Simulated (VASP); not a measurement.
## In3PN2: single point with PBE

The system is In3PN2.

```
CELL_PARAMETERS angstrom
-1.88261 5.68661 2.66514
1.88261 -5.68661 2.66514
1.88261 5.68661 -2.66514
ATOMIC_POSITIONS crystal
In 0.96706 0.15249 0.81457
In 0.33793 0.15249 0.18543
In 0.56767 0.06767 0.50000
P 0.88115 0.88115 0.00000
N 0.20414 0.87587 0.32827
N 0.54760 0.87587 0.67173
```

```
Program             : VASP 6.6.1
Task                : single point
Functional          : PBE
Potentials or basis : VASP PAW PBE potentials, release 64 (In_d, P, N)
Cutoff              : 520 eV
k mesh              : 10 × 10 × 10
Occupations         : gaussian, width 0.1 eV
Spin                : no spin polarisation
```

```yaml
Pressure: 0.1 GPa
Largest_force: 0.023 eV/Å
Band_gap_on_the_k_mesh: zero (band 27 reaches 6.30 eV, above the bottom of band 28 at 6.25 eV)
```

Forces on the atoms (eV/Å):
```
In   0.000  0.018 -0.001
In   0.000 -0.018 -0.001
In   0.000  0.000  0.023
P    0.000  0.000 -0.002
N    0.000  0.001 -0.009
N    0.000 -0.001 -0.009
```

Levels at points of the mesh, in eV from the Fermi level:
| k point | band 25 | band 26 | band 27 | band 28 | band 29 | band 30 |
| --- | --- | --- | --- | --- | --- | --- |
| (0.00, 0.00, 0.00) | -1.01 | -0.73 | -0.72 | -0.05 | 2.70 | 3.37 |
| (0.50, 0.00, 0.00) | -1.71 | -1.40 | -0.28 | 0.99 | 2.18 | 3.49 |
| (0.00, 0.50, 0.00) | -2.37 | -1.51 | -1.41 | 1.31 | 3.63 | 3.75 |
| (0.50, 0.50, 0.00) | -2.66 | -2.23 | -1.74 | 1.56 | 2.95 | 3.19 |
| (0.50, 0.50, 0.50) | -1.93 | -1.49 | -0.04 | 0.91 | 1.83 | 3.17 |

It took 26 min on 1 thread of Intel(R) Xeon(R) Platinum 8259CL CPU @ 2.50GHz (Skylake/Cascade Lake) (shared host), peak memory 0.76 GiB.

Caveat: spin-orbit coupling is left out, which moves the levels of the heavy elements.
